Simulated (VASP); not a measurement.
# AlGaN2 (P-4m2) in VASP: further runs

The runs below take AlGaN2 through single point, with LDA.

Program: VASP 6.6.1. These are calculated values, not measurements. Logs are shortened: lines on timing, memory, paths and dates and some standing lists are left out, and cuts for length are marked.

### Step 1. The cell of the first run

It takes space group P-4m2 (No. 115, tetragonal). Conventional cell: a = 3.094 Å, b = 3.094 Å, c = 4.291 Å, α = 90.00°, β = 90.00°, γ = 90.00°. Within 2.5 Å of Al (site symmetry -4m2) lie 4 N at 1.85 Å. Ga (site symmetry -4m2) has 4 N at 1.91 Å within 2.5 Å. Within 2.5 Å of N (site symmetry 2mm) lie 2 Al at 1.85 Å and 2 Ga at 1.91 Å.

### Step 2. Single point, LDA (strain -0.015 along x and y, -0.030 along z)

Contents of INCAR:

```
PREC = Accurate
ENCUT = 1330
EDIFF = 1E-6
ISMEAR = 0
SIGMA = 0.05
LREAL = F
LASPH = T
NELM = 120
ALGO = Normal
ISIF = 2
LWAVE = F
LCHARG = F
GGA = CA
NBANDS = 21
GGA_COMPAT = F
```

Contents of KPOINTS:

```
regular mesh
0
Gamma
  8 8 6
```

Contents of POSCAR:

```
AlGaN2
1.0
    3.0937638930      0.0000000000      0.0000000000
    0.0000000000      3.0937638930      0.0000000000
    0.0000000000      0.0000000000      4.2911228018
Al Ga N
1 1 2
Direct
    0.5000000000      0.5000000000      0.5000000000
    0.0000000000      0.0000000000      0.0000000000
    0.5000000000      0.0000000000      0.7382648100
    0.0000000000      0.5000000000      0.2617351900
```

Potentials or basis: VASP PAW LDA potentials, release 64 (Al, Ga_d, N_h).

Command:

```console
$ cat potpaw_LDA.64/Al/POTCAR potpaw_LDA.64/Ga_d/POTCAR potpaw_LDA.64/N_h/POTCAR > POTCAR
$ mpirun -np 1 vasp_std > vasp.out
```

OUTCAR:

```text
PREC = Accurate
   ENCUT = 1330
   EDIFF = 1E-6
   ISMEAR = 0
   LREAL = F
   LASPH = T
   NELM = 120
   ISIF = 2
   GGA = CA

 ion  position               nearest neighbor table
   1  0.500  0.500  0.500-   3 1.85   4 1.85   3 1.85   4 1.85   2 3.06   2 3.06   2 3.06   2 3.06
                             2 3.06   2 3.06   2 3.06   2 3.06
   2  0.000  0.000  0.000-   3 1.91   4 1.91   4 1.91   3 1.91   1 3.06   1 3.06   1 3.06   1 3.06
                             1 3.06   1 3.06   1 3.06   1 3.06
   3  0.500  0.000  0.738-   1 1.85   1 1.85   2 1.91   2 1.91
   4  0.000  0.500  0.262-   1 1.85   1 1.85   2 1.91   2 1.91

  LATTYP: Found a simple tetragonal cell.
 ALAT       =     3.0937638930
 C/A-ratio  =     1.3870233638

  Lattice vectors:

 A1 = (   3.0937638930,   0.0000000000,   0.0000000000)
 A2 = (   0.0000000000,   3.0937638930,   0.0000000000)
 A3 = (   0.0000000000,   0.0000000000,   4.2911228018)

Analysis of symmetry for initial positions (statically):
=====================================================================
 Subroutine PRICEL returns:
 Original cell was already a primitive cell.

 Routine SETGRP: Setting up the symmetry group for a
 simple tetragonal supercell.

 Subroutine GETGRP returns: Found  8 space group operations
 (whereof  8 operations were pure point group operations)
 out of a pool of 16 trial point group operations.

The static configuration has the point symmetry D_2d.

Analysis of symmetry for dynamics (positions and initial velocities):
=====================================================================
 Subroutine PRICEL returns:
 Original cell was already a primitive cell.

 Routine SETGRP: Setting up the symmetry group for a
 simple tetragonal supercell.

 Subroutine GETGRP returns: Found  8 space group operations
 (whereof  8 operations were pure point group operations)
 out of a pool of 16 trial point group operations.

The dynamic configuration has the point symmetry D_2d.

 Subroutine INISYM returns: Found  8 space group operations
 (whereof  8 operations are pure point group operations),
 and found     1 'primitive' translations

----------------------------------------------------------------------------------------

                                     Primitive cell

  volume of cell :      41.0719

  direct lattice vectors                    reciprocal lattice vectors
     3.093763893  0.000000000  0.000000000     0.323230872  0.000000000  0.000000000
     0.000000000  3.093763893  0.000000000     0.000000000  0.323230872  0.000000000
     0.000000000  0.000000000  4.291122802     0.000000000  0.000000000  0.233039241

  length of vectors
     3.093763893  3.093763893  4.291122802     0.323230872  0.323230872  0.233039241

  position of ions in fractional coordinates (direct lattice)
     0.500000000  0.500000000  0.500000000
     0.000000000  0.000000000  0.000000000
     0.500000000  0.000000000  0.738264810
     0.000000000  0.500000000  0.261735190

  ion indices of the primitive-cell ions
   primitive index   ion index
                 1           1
                 2           2
                 3           3
                 4           4

----------------------------------------------------------------------------------------

 KPOINTS: regular mesh

Automatic generation of k-mesh.
 Grid dimensions read from file:
 generate k-points for:    8    8    6

 Generating k-lattice:

  Cartesian coordinates                     Fractional coordinates (reciprocal lattice)
     0.040403859  0.000000000  0.000000000     0.125000000  0.000000000  0.000000000
     0.000000000  0.040403859  0.000000000     0.000000000  0.125000000  0.000000000
     0.000000000  0.000000000  0.038839873     0.000000000  0.000000000  0.166666667

  Length of vectors
     0.040403859  0.040403859  0.038839873

  Shift w.r.t. Gamma in fractional coordinates (k-lattice)
     0.000000000  0.000000000  0.000000000

 Subroutine IBZKPT returns following result:
 ===========================================

 Found     60 irreducible k-points:

 Following reciprocal coordinates:
            Coordinates               Weight
  0.000000  0.000000  0.000000      1.000000
  0.125000  0.000000  0.000000      4.000000
  0.250000  0.000000  0.000000      4.000000
  0.375000  0.000000  0.000000      4.000000
  0.500000  0.000000  0.000000      2.000000
  0.125000  0.125000  0.000000      4.000000
[... 16 lines left out ...]
  0.375000  0.125000  0.166667     16.000000
  0.500000  0.125000  0.166667      8.000000
 [... further k-points ...]
   k-points           NKPTS =     60   k-points in BZ     NKDIM =     60   number of bands    NBANDS=     21
   number of dos      NEDOS =    301   number of ions     NIONS =      4
   total plane-waves  NPLWV =  86400
   dimension x,y,z NGX =    40 NGY =   40 NGZ =   54
   dimension x,y,z NGXF=    80 NGYF=   80 NGZF=  108
   ions per type =               1   1   2
   NGX,Y,Z   is equivalent  to a cutoff of  21.49, 21.49, 20.92 a.u.
   NGXF,Y,Z  is equivalent  to a cutoff of  42.99, 42.99, 41.84 a.u.
 SYSTEM =  unknown system
   PREC   = accura    normal or accurate (medium, high low for compatibility)
   ISTART =      0    job   : 0-new  1-cont  2-samecut
   ICHARG =      2    charge: 1-file 2-atom 10-const
   ISPIN  =      1    spin polarized calculation?
   LNONCOLLINEAR =      F non collinear calculations
   LSORBIT =      F    spin-orbit coupling
   LASPH  =      T    aspherical Exc in radial PAW
   ENCUT  = 1330.0 eV  97.75 Ry    9.89 a.u.   9.20  9.20 12.76*2*pi/ulx,y,z
   NELM   =    120;   NELMIN=  2; NELMDL= -5     # of ELM steps
   EDIFF  = 0.1E-05   stopping-criterion for ELM
   LREAL  =      F    real-space projection
   EDIFFG = 0.1E-04   stopping-criterion for IOM
   NSW    =      0    number of steps for IOM
   IBRION =     -1    ionic relax: 0-MD 1-quasi-New 2-CG
   NFREE  =      0    steps in history (QN), initial steepest desc. (CG)
   ISIF   =      2    stress and relaxation
   ISYM   =      2    0-nonsym 1-usesym 2-fastsym
   POTIM  = 0.5000    time-step for ionic-motion
   TEBEG  =    0.0;   TEEND  =   0.0 temperature during run
   PSTRESS=    0.0 pullay stress
   NELECT =      26.0000    total number of electrons
   NUPDOWN=      -1.0000    fix difference up-down
   EMIN   =  10.00;   EMAX   =-10.00  energy-range for DOS
   EFERMI =   0.00;   METHOD = LEGACY
   ISMEAR =     0;   SIGMA  =   0.05  broadening in eV -4-tet -1-fermi 0-gaus
   EFERMI_NEDOS =   21; number of points for ismear=-14 and -15
   IALGO  =     38    algorithm
   IMIX   =      4    mixing-type and parameters
     AMIX     =   0.40;   BMIX     =  1.00
     AMIX_MAG =   1.60;   BMIX_MAG =  1.00
  volume/ion in A,a.u.               =      10.27        69.29
  Fermi-wavevector in a.u.,A,eV,Ry     =   1.405673  2.656336 26.883963  1.975916
  Thomas-Fermi vector in A             =   2.528110
   LORBIT       =      0    0 simple, 1 ext, 2 COOP (PROOUT), +10 PAW based schemes
   GGA     = CA    functional components
   LHFCALC =     F    Hartree Fock is set to
   AEXX    =    0.0000 exact exchange contribution
   IVDW    =     0    specifies the selected vdW correction
   LEPSILON=     F    determine dielectric tensor
   LRPA    =     F    only Hartree local field effects (RPA)
 non-spin polarized calculation
 Gauss-broadening in eV      SIGMA  =   0.05
  energy-cutoff  :     1330.00
  volume of cell :       41.07
 maximum number of plane-waves:      4560
 NGX is ok and might be reduce to    40
   NGX = 19   NGY = 19   NGZ = 25

 number of electron      26.0000000 magnetization

 Free energy of the ion-electron system (eV)
  ---------------------------------------------------
  ext. energy  EPLUGINS =         0.00000000
  ---------------------------------------------------
  free energy    TOTEN  =       -30.27620840 eV

  energy without entropy =      -30.27620840  energy(sigma->0) =      -30.27620840

 E-fermi :   6.5948     XC(G=0): -12.0384

 val. band max:        6.3577812166   @ k =   0.0000   0.0000   0.0000
 cond. band min:       9.6644038206   @ k =   0.5000   0.5000   0.0000
 fundamental gap:      3.3066226040
 Fermi energy:         6.5947960600

 k-point     1 :       0.0000    0.0000    0.0000
  band No.  band energies     occupation
      1      -9.4392      2.00000
      2      -7.8356      2.00000
      3      -6.7297      2.00000
      4      -6.7297      2.00000
      5      -6.6821      2.00000
      6      -6.4819      2.00000
[... 13 lines left out ...]
     20      19.7498      0.00000
     21      21.6872      0.00000

 k-point     2 :       0.1250    0.0000    0.0000
  band No.  band energies     occupation
      1      -9.2931      2.00000
      2      -7.8344      2.00000
      3      -6.7425      2.00000
      4      -6.7266      2.00000
      5      -6.6545      2.00000
      6      -6.4953      2.00000
[... 13 lines left out ...]
     20      19.5484      0.00000
     21      21.1906      0.00000

 k-point     3 :       0.2500    0.0000    0.0000
  band No.  band energies     occupation
      1      -8.9000      2.00000
      2      -7.8467      2.00000
      3      -6.7308      2.00000
      4      -6.7190      2.00000
      5      -6.5690      2.00000
      6      -6.5274      2.00000
[... 13 lines left out ...]
     20      18.9860      0.00000
     21      20.0889      0.00000
[... 457 lines left out ...]
 k-point    23 :       0.3750    0.1250    0.1667
  band No.  band energies     occupation
      1      -8.2937      2.00000
      2      -7.8807      2.00000
      3      -6.7221      2.00000
      4      -6.6274      2.00000
      5      -6.5851      2.00000
      6      -6.2449      2.00000
[... 13 lines left out ...]
     20      18.8527      0.00000
     21      19.0699      0.00000

 k-point    24 :       0.5000    0.1250    0.1667
  band No.  band energies     occupation
      1      -8.0883      2.00000
      2      -7.9358      2.00000
      3      -6.7146      2.00000
      4      -6.6090      2.00000
      5      -6.5996      2.00000
      6      -5.8573      2.00000
[... 13 lines left out ...]
     20      18.8008      0.00000
     21      18.8809      0.00000

 [... further k-points ...]

------------------------ aborting loop because EDIFF is reached ----------------------------------------

  FORCE on cell =-STRESS in cart. coord.  units (eV):
  Direction    XX          YY          ZZ          XY          YZ          ZX
  --------------------------------------------------------------------------------------
  -------------------------------------------------------------------------------------
  Total        2.0971654      2.0971654      2.4771775      0.0000000      0.0000000      0.0000000
  in kB       81.8084162     81.8084162     96.6323257      0.0000000      0.0000000      0.0000000
  external PRESSURE =      86.7497193 kB  Pullay stress =       0.0000000 kB

 VOLUME and BASIS-vectors are now :
 -----------------------------------------------------------------------------
  energy-cutoff  :     1330.00
  volume of cell :       41.07
      direct lattice vectors                 reciprocal lattice vectors
     3.093763893  0.000000000  0.000000000     0.323230872  0.000000000  0.000000000
     0.000000000  3.093763893  0.000000000     0.000000000  0.323230872  0.000000000
     0.000000000  0.000000000  4.291122802     0.000000000  0.000000000  0.233039241

 POSITION                                       TOTAL-FORCE (eV/Angst)
 -----------------------------------------------------------------------------------
      1.54688      1.54688      2.14556        -0.000000     -0.000000      0.000000
      0.00000      0.00000      0.00000         0.000000      0.000000      0.000000
      1.54688      0.00000      3.16798        -0.000000      0.000000      0.141046
      0.00000      1.54688      1.12314        -0.000000      0.000000     -0.141046
 -----------------------------------------------------------------------------------
    total drift:                               -0.000000      0.000000      0.000000

  FREE ENERGIE OF THE ION-ELECTRON SYSTEM (eV)
  ---------------------------------------------------
  free  energy   TOTEN  =       -30.2762084041 eV

  energy  without entropy=      -30.2762084041  energy(sigma->0) =      -30.27620840
```

It took 2 min on 1 thread of Intel Xeon Platinum 8488C (Sapphire Rapids), shared host; peak memory 0.37 GiB.

What came out:

- Free energy: -30.2762 eV
- Pressure: 8.7 GPa
- Largest force: 0.141 eV/Å
- Band gap on the k mesh: 3.31 eV (least direct gap 3.34 eV)

Forces on the atoms (eV/Å):
```
Al   0.000  0.000  0.000
Ga   0.000  0.000  0.000
N    0.000  0.000  0.141
N    0.000  0.000 -0.141
```

Caveat: the cell differs from its parent crystal (strain -0.015 along x and y, -0.030 along z); the cell stands under pressure.

### Step 3. Single point, LDA (strain -0.030 along x and y, +0.015 along z)

Contents of INCAR:

```
PREC = Accurate ; ENCUT = 1330
EDIFF = 1E-6 ; ISMEAR = 0
SIGMA = 0.05 ; LREAL = F
LASPH = T ; NELM = 120
ALGO = Normal ; ISIF = 2
LWAVE = F ; LCHARG = F
NBANDS = 21 ; GGA_COMPAT = F
```

Contents of KPOINTS:

```
Automatic mesh
0
Gamma
  8 8 6
```

Contents of POSCAR:

```
AlGaN2
1.0
    3.0466507372      0.0000000000      0.0000000000
    0.0000000000      3.0466507372      0.0000000000
    0.0000000000      0.0000000000      4.4901955091
Al Ga N
1 1 2
Direct
    0.5000000000      0.5000000000      0.5000000000
    0.0000000000      0.0000000000      0.0000000000
    0.5000000000      0.0000000000      0.7382648100
    0.0000000000      0.5000000000      0.2617351900
```

Potentials or basis: VASP PAW LDA potentials, release 64 (Al, Ga_d, N_h).

Command:

```console
$ cat potpaw_LDA.64/Al/POTCAR potpaw_LDA.64/Ga_d/POTCAR potpaw_LDA.64/N_h/POTCAR > POTCAR
$ mpirun -np 1 vasp_std > vasp.out
```

Wall time 2.6 min (1 thread of Intel Xeon Platinum 8375C at 2.90GHz (Ice Lake), shared host); peak memory 0.35 GiB.

The run converged. Its results:

```yaml
Free_energy: -30.2773 eV
Pressure: 5.2 GPa
Largest_force: 0.268 eV/Å
Band_gap_on_the_k_mesh: 3.09 eV (least direct gap 3.14 eV)
```

Forces on the atoms (eV/Å):
```
Al   0.000  0.000  0.000
Ga   0.000  0.000  0.000
N    0.000  0.000  0.268
N    0.000  0.000 -0.268
```

Stress tensor (GPa, compression positive):
```
7.53 0.00 0.00
0.00 7.53 0.00
0.00 0.00 0.61
```

Levels at points of the mesh, in eV from the valence-band top:
```csv
k point,band 10,band 11,band 12,band 13,band 14,band 15,band 16,band 17
"(0.00, 0.00, 0.00)",-2.27,-0.47,0.00,0.00,3.14,3.66,8.14,11.34
"(0.50, 0.00, 0.00)",-3.34,-3.31,-0.91,-0.58,7.22,7.37,8.47,8.83
"(0.50, 0.50, 0.00)",-2.61,-2.57,-2.57,-2.56,3.09,3.09,6.06,8.61
"(0.00, 0.00, 0.50)",-1.55,-1.55,-0.95,-0.95,5.31,5.37,8.09,9.65
"(0.50, 0.00, 0.50)",-1.14,-0.94,-0.90,-0.47,5.31,6.67,9.29,9.63
"(0.50, 0.50, 0.50)",-4.27,-3.47,-3.47,-3.46,5.87,5.87,8.98,10.56
```

Caveat: the cell differs from its parent crystal (strain -0.030 along x and y, +0.015 along z); the stress differs along the axes, from 1 to 8 GPa.
